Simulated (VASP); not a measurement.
# Pt (P6_3/mmc) in VASP: further runs

Runs on Pt. Level: PBEsol. Tasks: single point.

All numbers are computed with VASP 6.6.1; they aren't measurements. Logs are shortened: lines on timing, memory, paths and dates and some standing lists are left out, and cuts for length are marked.

## Step 1: The cell of the first run

Symmetry: P6_3/mmc, No. 194, hexagonal system. The conventional cell has a = 2.877 Å, b = 2.877 Å, c = 4.223 Å, α = 90.00°, β = 90.00°, γ = 120.00°. Within 3.5 Å of Pt (site symmetry -6m2) lie 12 Pt at 2.69 to 2.88 Å.

This isn't the form of Pt at room conditions, which is fcc.

## Step 2: Single point, PBEsol

Contents of INCAR:

```
SYSTEM = Pt
PREC     = Accurate       ! precision mode
ENCUT    = 520            ! plane-wave cutoff, eV
EDIFF    = 1E-6           ! SCF threshold, eV
ISMEAR   = 0              ! smearing method
SIGMA    = 0.15           ! smearing width, eV
LREAL    = .False.        ! projectors in reciprocal space
LASPH    = .True.         ! aspherical terms in the spheres
NELM     = 80             ! most SCF steps
ALGO     = Fast           ! electronic algorithm
ISIF     = 2              ! what is computed and relaxed
LWAVE    = .False.        ! write WAVECAR
LCHARG   = .False.        ! write CHGCAR
GGA      = PS             ! functional
NBANDS   = 17             ! bands
```

Contents of KPOINTS:

```
Automatic mesh
0
Gamma
  30 30 14
  0 0 0
```

Contents of POSCAR:

```
Pt
1.0
    2.8768721601      0.0000000000      0.0000000000
   -1.4384360800      2.4914443741      0.0000000000
    0.0000000000      0.0000000000      4.2234972444
Pt
2
Direct
    0.6666666667      0.3333333333      0.7500000000
    0.3333333333      0.6666666667      0.2500000000
```

Potentials or basis: VASP PAW PBE potentials, release 64 (Pt).

Started as:

```
$ cat potpaw_PBE.64/Pt/POTCAR > POTCAR
$ mpirun -np 1 vasp_std > vasp.out
```

OUTCAR:

```text
SYSTEM = Pt
   PREC = Accurate
   ENCUT = 520
   EDIFF = 1E-6
   ISMEAR = 0
   LREAL = .False.
   LASPH = .True.
   NELM = 80
   ISIF = 2
   GGA = PS

 ion  position               nearest neighbor table
   1  0.667  0.333  0.750-   2 2.69   2 2.69   2 2.69   2 2.69   2 2.69   2 2.69
   2  0.333  0.667  0.250-   1 2.69   1 2.69   1 2.69   1 2.69   1 2.69   1 2.69

  LATTYP: Found a hexagonal cell.
 ALAT       =     2.8768721601
 C/A-ratio  =     1.4680865222

  Lattice vectors:

 A1 = (   2.8768721601,   0.0000000000,   0.0000000000)
 A2 = (  -1.4384360800,   2.4914443741,   0.0000000000)
 A3 = (   0.0000000000,   0.0000000000,   4.2234972444)

Analysis of symmetry for initial positions (statically):
=====================================================================
 Subroutine PRICEL returns:
 Original cell was already a primitive cell.

 Routine SETGRP: Setting up the symmetry group for a
 hexagonal supercell.

 Subroutine GETGRP returns: Found 24 space group operations
 (whereof 12 operations were pure point group operations)
 out of a pool of 24 trial point group operations.

The static configuration has the point symmetry D_3d.
 The point group associated with its full space group is D_6h.

Analysis of symmetry for dynamics (positions and initial velocities):
=====================================================================
 Subroutine PRICEL returns:
 Original cell was already a primitive cell.

 Routine SETGRP: Setting up the symmetry group for a
 hexagonal supercell.

 Subroutine GETGRP returns: Found 24 space group operations
 (whereof 12 operations were pure point group operations)
 out of a pool of 24 trial point group operations.

The dynamic configuration has the point symmetry D_3d.
 The point group associated with its full space group is D_6h.

 Subroutine INISYM returns: Found 24 space group operations
 (whereof 12 operations are pure point group operations),
 and found     1 'primitive' translations

----------------------------------------------------------------------------------------

                                     Primitive cell

  volume of cell :      30.2722

  direct lattice vectors                    reciprocal lattice vectors
     2.876872160  0.000000000  0.000000000     0.347599735  0.200686800  0.000000000
    -1.438436080  2.491444374  0.000000000     0.000000000  0.401373601  0.000000000
     0.000000000  0.000000000  4.223497244     0.000000000  0.000000000  0.236770606

  length of vectors
     2.876872160  2.876872160  4.223497244     0.401373601  0.401373601  0.236770606

  position of ions in fractional coordinates (direct lattice)
     0.666666667  0.333333333  0.750000000
     0.333333333  0.666666667  0.250000000

  ion indices of the primitive-cell ions
   primitive index   ion index
                 1           1
                 2           2

----------------------------------------------------------------------------------------

 KPOINTS: Automatic mesh

Automatic generation of k-mesh.
 Grid dimensions read from file:
 generate k-points for:   30   30   14

 Generating k-lattice:

  Cartesian coordinates                     Fractional coordinates (reciprocal lattice)
     0.011586658  0.006689560  0.000000000     0.033333333  0.000000000  0.000000000
     0.000000000  0.013379120  0.000000000     0.000000000  0.033333333  0.000000000
     0.000000000  0.000000000  0.016912186     0.000000000  0.000000000  0.071428571

  Length of vectors
     0.013379120  0.013379120  0.016912186

  Shift w.r.t. Gamma in fractional coordinates (k-lattice)
     0.000000000  0.000000000  0.000000000

 Subroutine IBZKPT returns following result:
 ===========================================

 Found    728 irreducible k-points:

 Following reciprocal coordinates:
            Coordinates               Weight
  0.000000  0.000000  0.000000      1.000000
  0.033333  0.000000  0.000000      6.000000
  0.066667  0.000000  0.000000      6.000000
  0.100000  0.000000  0.000000      6.000000
  0.133333  0.000000  0.000000      6.000000
  0.166667  0.000000  0.000000      6.000000
[... 16 lines left out ...]
  0.233333  0.033333  0.000000     12.000000
  0.266667  0.033333  0.000000     12.000000
 [... further k-points ...]
   k-points           NKPTS =    728   k-points in BZ     NKDIM =    728   number of bands    NBANDS=     17
   number of dos      NEDOS =    301   number of ions     NIONS =      2
   total plane-waves  NPLWV =  18432
   dimension x,y,z NGX =    24 NGY =   24 NGZ =   32
   dimension x,y,z NGXF=    48 NGYF=   48 NGZF=   64
   ions per type =               2
   NGX,Y,Z   is equivalent  to a cutoff of  13.87, 13.87, 12.60 a.u.
   NGXF,Y,Z  is equivalent  to a cutoff of  27.74, 27.74, 25.19 a.u.
 SYSTEM =  Pt
   PREC   = accura    normal or accurate (medium, high low for compatibility)
   ISTART =      0    job   : 0-new  1-cont  2-samecut
   ICHARG =      2    charge: 1-file 2-atom 10-const
   ISPIN  =      1    spin polarized calculation?
   LNONCOLLINEAR =      F non collinear calculations
   LSORBIT =      F    spin-orbit coupling
   LASPH  =      T    aspherical Exc in radial PAW
   ENCUT  =  520.0 eV  38.22 Ry    6.18 a.u.   5.35  5.35  7.85*2*pi/ulx,y,z
   NELM   =     80;   NELMIN=  2; NELMDL= -5     # of ELM steps
   EDIFF  = 0.1E-05   stopping-criterion for ELM
   LREAL  =      F    real-space projection
   EDIFFG = 0.1E-04   stopping-criterion for IOM
   NSW    =      0    number of steps for IOM
   IBRION =     -1    ionic relax: 0-MD 1-quasi-New 2-CG
   NFREE  =      0    steps in history (QN), initial steepest desc. (CG)
   ISIF   =      2    stress and relaxation
   ISYM   =      2    0-nonsym 1-usesym 2-fastsym
   POTIM  = 0.5000    time-step for ionic-motion
   TEBEG  =    0.0;   TEEND  =   0.0 temperature during run
   PSTRESS=    0.0 pullay stress
   NELECT =      20.0000    total number of electrons
   NUPDOWN=      -1.0000    fix difference up-down
   EMIN   =  10.00;   EMAX   =-10.00  energy-range for DOS
   EFERMI =   0.00;   METHOD = LEGACY
   ISMEAR =     0;   SIGMA  =   0.15  broadening in eV -4-tet -1-fermi 0-gaus
   EFERMI_NEDOS =   21; number of points for ismear=-14 and -15
   IALGO  =     68    algorithm
   IMIX   =      4    mixing-type and parameters
     AMIX     =   0.40;   BMIX     =  1.00
     AMIX_MAG =   1.60;   BMIX_MAG =  1.00
  volume/ion in A,a.u.               =      15.14       102.14
  Fermi-wavevector in a.u.,A,eV,Ry     =   1.425838  2.694443 27.660833  2.033014
  Thomas-Fermi vector in A             =   2.546179
   LORBIT       =      0    0 simple, 1 ext, 2 COOP (PROOUT), +10 PAW based schemes
   GGA     = PS    functional components
   LHFCALC =     F    Hartree Fock is set to
   AEXX    =    0.0000 exact exchange contribution
   IVDW    =     0    specifies the selected vdW correction
   LEPSILON=     F    determine dielectric tensor
   LRPA    =     F    only Hartree local field effects (RPA)
 non-spin polarized calculation
 RMM-DIIS sequential band-by-band and
 Gauss-broadening in eV      SIGMA  =   0.15
  energy-cutoff  :      520.00
  volume of cell :       30.27
 maximum number of plane-waves:       843
 NGX is ok and might be reduce to    24

 number of electron      20.0000005 magnetization

 Free energy of the ion-electron system (eV)
  ---------------------------------------------------
  ext. energy  EPLUGINS =         0.00000000
  ---------------------------------------------------
  free energy    TOTEN  =       -13.63208316 eV

  energy without entropy =      -13.58996841  energy(sigma->0) =      -13.61102579

 E-fermi :  11.0713     XC(G=0): -13.5930

 val. band max:       11.0711909870   @ k =   0.1667   0.0333   0.0714
 cond. band min:      11.0713675385   @ k =   0.3667   0.1000   0.2857
 fundamental gap:      0.0001765515
 Fermi energy:        11.0713149424

 k-point     1 :       0.0000    0.0000    0.0000
  band No.  band energies     occupation
      1       0.7686      2.00000
      2       3.9002      2.00000
      3       7.3763      2.00000
      4       7.3763      2.00000
      5       7.8472      2.00000
      6       7.8472      2.00000
[... 9 lines left out ...]
     16      29.0109      0.00000
     17      30.1832      0.00000

 k-point     2 :       0.0333    0.0000    0.0000
  band No.  band energies     occupation
      1       0.8049      2.00000
      2       3.9272      2.00000
      3       7.3178      2.00000
      4       7.4036      2.00000
      5       7.8228      2.00000
      6       7.8260      2.00000
[... 9 lines left out ...]
     16      29.0411      0.00000
     17      29.9739      0.00000

 k-point     3 :       0.0667    0.0000    0.0000
  band No.  band energies     occupation
      1       0.9130      2.00000
      2       4.0064      2.00000
      3       7.1749      2.00000
      4       7.4847      2.00000
      5       7.7460      2.00000
      6       7.7651      2.00000
[... 9 lines left out ...]
     16      29.1266      0.00000
     17      29.5432      0.00000

 k-point     4 :       0.1000    0.0000    0.0000
  band No.  band energies     occupation
      1       1.0906      2.00000
      2       4.1315      2.00000
      3       6.9940      2.00000
      4       7.6059      2.00000
      5       7.6182      2.00000
      6       7.6710      2.00000
[... 9 lines left out ...]
     16      28.7354      0.00000
     17      29.2483      0.00000
[... 343 lines left out ...]
      1       2.1982      2.00000
      2       4.7141      2.00000
      3       6.4170      2.00000
      4       6.5938      2.00000
      5       7.1933      2.00000
      6       7.7929      2.00000
[... 9 lines left out ...]
     16      28.0034      0.00000
     17      28.4359      0.00000

 k-point    23 :       0.2333    0.0333    0.0000
  band No.  band energies     occupation
      1       2.5942      2.00000
      2       4.7955      2.00000
      3       6.2595      2.00000
      4       6.3822      2.00000
      5       7.0575      2.00000
      6       7.8116      2.00000
[... 9 lines left out ...]
     16      27.4130      0.00000
     17      29.0106      0.00000

 k-point    24 :       0.2667    0.0333    0.0000
  band No.  band energies     occupation
      1       2.9953      2.00000
      2       4.7993      2.00000
      3       5.9460      2.00000
      4       6.4330      2.00000
      5       6.9294      2.00000
      6       7.8877      2.00000
[... 9 lines left out ...]
     16      26.8845      0.00000
     17      28.4222      0.00000

 [... further k-points ...]

------------------------ aborting loop because EDIFF is reached ----------------------------------------

  FORCE on cell =-STRESS in cart. coord.  units (eV):
  Direction    XX          YY          ZZ          XY          YZ          ZX
  --------------------------------------------------------------------------------------
  -------------------------------------------------------------------------------------
  Total       -0.2301738     -0.2301738      2.3332799     -0.0000000      0.0000000      0.0000000
  in kB      -12.1821109    -12.1821109    123.4904690     -0.0000000      0.0000000      0.0000000
  external PRESSURE =      33.0420824 kB  Pullay stress =       0.0000000 kB

 VOLUME and BASIS-vectors are now :
 -----------------------------------------------------------------------------
  energy-cutoff  :      520.00
  volume of cell :       30.27
      direct lattice vectors                 reciprocal lattice vectors
     2.876872160  0.000000000  0.000000000     0.347599735  0.200686800  0.000000000
    -1.438436080  2.491444374  0.000000000     0.000000000  0.401373601  0.000000000
     0.000000000  0.000000000  4.223497244     0.000000000  0.000000000  0.236770606

 POSITION                                       TOTAL-FORCE (eV/Angst)
 -----------------------------------------------------------------------------------
      1.43844      0.83048      3.16762         0.000000     -0.000000      0.000000
     -0.00000      1.66096      1.05587        -0.000000      0.000000      0.000000
 -----------------------------------------------------------------------------------
    total drift:                               -0.000000      0.000000     -0.000000

  FREE ENERGIE OF THE ION-ELECTRON SYSTEM (eV)
  ---------------------------------------------------
  free  energy   TOTEN  =       -13.6320831633 eV

  energy  without entropy=      -13.5899684126  energy(sigma->0) =      -13.61102579
```

Wall time 7 min (1 thread of Intel Xeon 8259CL, shared host); peak memory 0.41 GiB.

What came out:

```yaml
Free_energy: -13.6321 eV
Pressure: 3.3 GPa
Band_gap_on_the_k_mesh: zero (bands 10 and 11 overlap by 1.40 eV)
```

Stress tensor (GPa, compression positive):
```
-1.22  0.00  0.00
 0.00 -1.22  0.00
 0.00  0.00 12.35
```

Levels at points of the mesh, in eV from the Fermi level:
| k point | band 8 | band 9 | band 10 | band 11 | band 12 | band 13 |
| --- | --- | --- | --- | --- | --- | --- |
| (0.00, 0.00, 0.00) | -2.98 | -2.95 | -0.37 | -0.37 | 0.45 | 7.15 |
| (0.50, 0.00, 0.00) | -0.54 | 0.01 | 0.52 | 1.76 | 2.95 | 8.34 |
| (0.00, 0.00, 0.50) | -3.76 | -0.87 | -0.87 | -0.87 | -0.87 | 13.83 |
| (0.50, 0.00, 0.50) | -1.14 | -0.18 | -0.18 | 1.45 | 1.45 | 6.30 |

Caveat: the stress differs along the axes, from -1 to 12 GPa; the PAW data sets were made with another functional, which shifts forces and pressure a little; spin-orbit coupling is left out, which moves the levels of the heavy elements.

## Step 3: Single point, PBEsol

This run uses another cell than the first one, of the same volume but with other edges.

Contents of INCAR:

```
SYSTEM = Pt
PREC = Accurate ; ENCUT = 520
EDIFF = 1E-7 ; ISMEAR = 0
SIGMA = 0.15 ; LREAL = .FALSE.
LASPH = .TRUE. ; NELM = 60
ALGO = Fast ; ISIF = 2
LWAVE = .FALSE. ; LCHARG = .FALSE.
GGA = PS ; NBANDS = 17
```

Contents of KPOINTS:

```
regular mesh
0
G
  30 30 14
  0 0 0
```

Contents of POSCAR:

```
Pt
1.0
    2.5644827970      0.0000000000      0.0000000000
   -1.2822413985      2.2209072497      0.0000000000
    0.0000000000      0.0000000000      5.3151284198
Pt
2
Direct
    0.6666666667      0.3333333333      0.7500000000
    0.3333333333      0.6666666667      0.2500000000
```

Potentials or basis: VASP PAW PBE potentials, release 64 (Pt).

Started as:

```
$ cat potpaw_PBE.64/Pt/POTCAR > POTCAR
$ mpirun -np 1 vasp_std > vasp.out
```

OUTCAR:

```text
SYSTEM = Pt
   PREC = Accurate
   ENCUT = 520
   EDIFF = 1E-7
   ISMEAR = 0
   LREAL = .FALSE.
   LASPH = .TRUE.
   NELM = 60
   ISIF = 2
   GGA = PS

 ion  position               nearest neighbor table
   1  0.667  0.333  0.750-   2 3.04   2 3.04   2 3.04   2 3.04   2 3.04   2 3.04
   2  0.333  0.667  0.250-   1 3.04   1 3.04   1 3.04   1 3.04   1 3.04   1 3.04

  LATTYP: Found a hexagonal cell.
 ALAT       =     2.5644827970
 C/A-ratio  =     2.0725927372

  Lattice vectors:

 A1 = (   2.5644827970,   0.0000000000,   0.0000000000)
 A2 = (  -1.2822413985,   2.2209072497,   0.0000000000)
 A3 = (   0.0000000000,   0.0000000000,   5.3151284198)

Analysis of symmetry for initial positions (statically):
=====================================================================
 Subroutine PRICEL returns:
 Original cell was already a primitive cell.

 Routine SETGRP: Setting up the symmetry group for a
 hexagonal supercell.

 Subroutine GETGRP returns: Found 24 space group operations
 (whereof 12 operations were pure point group operations)
 out of a pool of 24 trial point group operations.

The static configuration has the point symmetry D_3d.
[... 164 lines left out ...]

 E-fermi :  10.9045     XC(G=0): -13.5360

 val. band max:       10.9034444845   @ k =   0.3667   0.1667   0.0714
 cond. band min:      10.9046020746   @ k =   0.3000   0.2333   0.3571
 fundamental gap:      0.0011575901
 Fermi energy:        10.9045478283

 k-point     1 :       0.0000    0.0000    0.0000
  band No.  band energies     occupation
      1       0.6580      2.00000
      2       2.4822      2.00000
      3       5.5858      2.00000
      4       7.0420      2.00000
      5       7.0420      2.00000
      6       7.2038      2.00000
[... 457 lines left out ...]
      4       6.0481      2.00000
      5       7.0131      2.00000
      6       7.7109      2.00000
[... 9 lines left out ...]
     16      28.7188      0.00000
     17      29.6977      0.00000

 [... further k-points ...]

------------------------ aborting loop because EDIFF is reached ----------------------------------------

  FORCE on cell =-STRESS in cart. coord.  units (eV):
  Direction    XX          YY          ZZ          XY          YZ          ZX
  --------------------------------------------------------------------------------------
  -------------------------------------------------------------------------------------
  Total        6.8527754      6.8527754     -3.2778108      0.0000000      0.0000000      0.0000000
  in kB      362.6879353    362.6879352   -173.4804317      0.0000000      0.0000000      0.0000000
  external PRESSURE =     183.9651463 kB  Pullay stress =       0.0000000 kB

 VOLUME and BASIS-vectors are now :
 -----------------------------------------------------------------------------
  energy-cutoff  :      520.00
  volume of cell :       30.27
      direct lattice vectors                 reciprocal lattice vectors
     2.564482797  0.000000000  0.000000000     0.389942175  0.225133220  0.000000000
    -1.282241399  2.220907250  0.000000000     0.000000000  0.450266440  0.000000000
     0.000000000  0.000000000  5.315128420     0.000000000  0.000000000  0.188142209

 POSITION                                       TOTAL-FORCE (eV/Angst)
 -----------------------------------------------------------------------------------
      1.28224      0.74030      3.98635        -0.000000      0.000000      0.000000
     -0.00000      1.48060      1.32878         0.000000     -0.000000      0.000000
 -----------------------------------------------------------------------------------
    total drift:                               -0.000000      0.000000     -0.000000

  FREE ENERGIE OF THE ION-ELECTRON SYSTEM (eV)
  ---------------------------------------------------
  free  energy   TOTEN  =       -13.2232329652 eV

  energy  without entropy=      -13.1946586976  energy(sigma->0) =      -13.20894583
```

Wall time 8.6 min (1 thread of Intel Xeon 8259CL, shared host); peak memory 0.41 GiB.

What came out:

| Item | Value |
| --- | --- |
| Free energy | -13.2232 eV |
| Pressure | 18.4 GPa |
| Band gap on the k mesh | zero (bands 10 and 11 overlap by 2.14 eV) |

Caveat: the stress differs along the axes, from -17 to 36 GPa; the PAW data sets were made with another functional, which shifts forces and pressure a little; spin-orbit coupling is left out, which moves the levels of the heavy elements.

(Continued in part 2 of 2.)
